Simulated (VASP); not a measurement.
A run of VASP 6.6.1:

File INCAR:

```
SYSTEM = ZrO2
ALGO = Normal ; EDIFF = 1E-7
EDIFFG = -0.008 ; ENCUT = 600
GGA = PE ; GGA_COMPAT = .FALSE.
IBRION = 2 ; ISIF = 3
ISMEAR = 0 ; LASPH = .TRUE.
LCHARG = .FALSE. ; LREAL = .FALSE.
LWAVE = .FALSE. ; NELM = 120
NELMIN = 4 ; NSW = 70
PREC = Accurate ; PSTRESS = 100.0
SIGMA = 0.02
```

KPOINTS

```
k-points
0
G
  8 8 8
  0 0 0
```

File POSCAR:

```
ZrO2
1.0
    0.0000000000      2.5245268587      2.5245268587
    2.5245268587      0.0000000000      2.5245268587
    2.5245268587      2.5245268587      0.0000000000
Zr O
1 2
Direct
    0.0000000000      0.0000000000      0.0000000000
    0.2500000000      0.2500000000      0.2500000000
    0.7500000000      0.7500000000      0.7500000000
```

Potentials or basis: VASP PAW PBE potentials, release 64 (Zr_sv, O).

Launch:

```sh
$ cat potpaw_PBE.64/Zr_sv/POTCAR potpaw_PBE.64/O/POTCAR > POTCAR
$ mpirun -np 1 vasp_std > vasp.out
```

Hardware: 1 thread of Intel Xeon 6975P-C (shared host).

Problem. Estimate the wall time of this run.

Solution. Run time: 64 s on 1 thread of Intel Xeon 6975P-C (shared host), peak memory 0.18 GiB. Counts: scf iterations 30, k points 29, ion steps 3.
